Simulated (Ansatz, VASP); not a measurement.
## Al: VASP beside Ansatz

```
Al
1.0
    -2.49320    2.49320    1.36009
     2.49320   -2.49320    1.36009
     2.49320    2.49320   -1.36009
Al
2
Direct
  0.00000 0.00000 0.00000
  0.75000 0.25000 0.50000
```

Alike in both runs: task single point; functional PBE; k mesh 8 × 8 × 8; occupations gaussian, width 0.1 eV; no spin polarisation.

```csv
,VASP,Ansatz
version,VASP 6.6.1,Ansatz 0.2.0
potentials or method,"VASP PAW PBE potentials, release 64 (Al), cutoff 500 eV","scalar-relativistic, plane waves, PAW"
valence electrons in the cell,6,6
```

Ansatz gave:

* gap on the k mesh at the Fermi level (eV): none
* pressure (GPa): 10.5
* traceless stress, the component that is largest in VASP (GPa): -9.36

Task: Which values does VASP return?

Result: gap on the k mesh at the Fermi level (eV): none; pressure (GPa): 10.4; traceless stress, the component that is largest in VASP (GPa): -9.37.

A gap of «none» marks a metal or a gap that the smearing closes. With one functional, cell and mesh, what is left measures potentials, basis and numerics.
